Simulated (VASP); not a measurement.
A run of VASP 6.6.1:

Contents of INCAR:

```
SYSTEM = Li
ALGO = Normal
EDIFF = 1E-7
ENCUT = 520
GGA = PE
ISIF = 2
ISMEAR = 0
LASPH = .True.
LCHARG = .True.
LELF = .True.
LREAL = .False.
LVHAR = .True.
LWAVE = .False.
NBANDS = 10
NELM = 100
PREC = Accurate
SIGMA = 0.1
```

Contents of KPOINTS:

```
k-points
0
Gamma
  20 20 16
  0 0 0
```

Contents of POSCAR:

```
Li
1.0
    1.4400802194     -5.0755277820     -0.3140394971
    1.4400802194      5.0755277820     -0.3140394971
   -0.8784287521      0.0000000000      2.9602387626
Li
2
Direct
    0.8750529001      0.1249470999      0.2500000000
    0.1249470999      0.8750529001      0.7500000000
```

Potentials or basis: VASP PAW PBE potentials, release 64 (Li_sv).

The run is started by

```sh
$ cat potpaw_PBE.64/Li_sv/POTCAR > POTCAR
$ mpirun -np 1 vasp_std > vasp.out
```

Hardware: 1 thread of Intel(R) Xeon(R) Platinum 8488C (Sapphire Rapids), with other jobs on the host.

Task: How long does it take, and how much memory?

Result: It took 8.9 min on 1 thread of Intel(R) Xeon(R) Platinum 8488C (Sapphire Rapids) (shared host), peak memory 0.58 GiB. Counts: scf iterations 11, k points 1692.
